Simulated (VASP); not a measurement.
Set up this calculation in VASP 6.6.1, as the native input.

```yaml
Task: single point
Functional: PBE
Dispersion: D3(BJ)
Potentials_or_basis: VASP PAW PBE potentials, release 64 (Pt)
Cutoff: 520 eV
k_mesh: 12 × 12 × 12
Occupations: fermi-dirac, width 0.05 eV
Spin: no spin polarisation
Dipole_correction: no
Further_INCAR_settings: ALGO = Normal; EDIFF = 1e-06; NBANDS = 11
```

The structure of Pt lies in POSCAR:

```
Pt
1.0
    0.0000000000      1.9646694209      1.9646694209
    1.9646694209      0.0000000000      1.9646694209
    1.9646694209      1.9646694209      0.0000000000
Pt
1
Direct
    0.0000000000      0.0000000000      0.0000000000
```

One way to write it, as run:

INCAR

```
PREC = Accurate ; ENCUT = 520
EDIFF = 1E-6 ; ISMEAR = -1
SIGMA = 0.05 ; LREAL = F
LASPH = T ; NELM = 100
ALGO = Normal ; ISIF = 2
LWAVE = F ; LCHARG = F
GGA = PE ; IVDW = 12
NBANDS = 11
```

KPOINTS

```
regular mesh
0
Gamma
  12 12 12
```

Potentials or basis: VASP PAW PBE potentials, release 64 (Pt).

Run with:

```sh
$ cat potpaw_PBE.64/Pt/POTCAR > POTCAR
$ mpirun -np 1 vasp_std > vasp.out
```

It gave:

```yaml
Pressure: -0.5 GPa
Band_gap_on_the_k_mesh: zero (band 5 reaches 11.66 eV, above the bottom of band 6 at 9.44 eV)
Dispersion_energy_per_atom: -0.775 eV
```

Caveat: spin-orbit coupling is left out, which moves the levels of the heavy elements; pairwise dispersion overbinds metals, which lowers pressure and volume.

It took 4.2 s on 1 thread of Intel(R) Xeon(R) 6975P-C (Granite Rapids), on a shared host, peak memory 0.15 GiB.
